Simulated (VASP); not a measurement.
Wanted: the native input for a VASP 6.6.1 run.

- Task: relaxation of shape and atoms at fixed volume
- Functional: PBE
- Potentials or basis: VASP PAW PBE potentials, release 64 (Se)
- Cutoff: 600 eV
- k mesh: 16 × 16 × 16
- Occupations: gaussian, width 0.05 eV
- Spin: no spin polarisation
- Dipole correction: no
- Further INCAR settings: ALGO = Normal; EDIFF = 1e-06; IBRION = 2; EDIFFG = -0.01; NSW = 60; ISIF = 4

The structure of Se lies in POSCAR:

```
Se
1.0
    1.8581256276      1.0727893313      1.5170306588
   -1.8581256276      1.0727893313      1.5170306588
    0.0000000000     -2.1455786625      1.5170306589
Se
1
Direct
    0.0000000000      0.0000000000      0.0000000000
```

This isn't the form of Se at room conditions, which is trigonal, of chains.

One way to write it, as run:

INCAR

```
PREC = Accurate
ENCUT = 600
EDIFF = 1E-6
ISMEAR = 0
SIGMA = 0.05
LREAL = F
LASPH = T
NELM = 100
ALGO = Normal
ISIF = 4
LWAVE = F
LCHARG = F
GGA = PE
IBRION = 2
NSW = 60
EDIFFG = -0.01
```

KPOINTS

```
Automatic mesh
0
Gamma
  16 16 16
```

Potentials or basis: VASP PAW PBE potentials, release 64 (Se).

The run is started by

```sh
$ cat potpaw_PBE.64/Se/POTCAR > POTCAR
$ mpirun -np 1 vasp_std > vasp.out
```

It gave:

```yaml
Pressure_after_relaxing: 26.0 GPa
Band_gap_on_the_k_mesh: zero (bands 3 and 4 overlap by 8.09 eV)
```

It took 18 s on 1 thread of Intel(R) Xeon(R) Platinum 8488C (Sapphire Rapids) (shared host), peak memory 0.19 GiB.
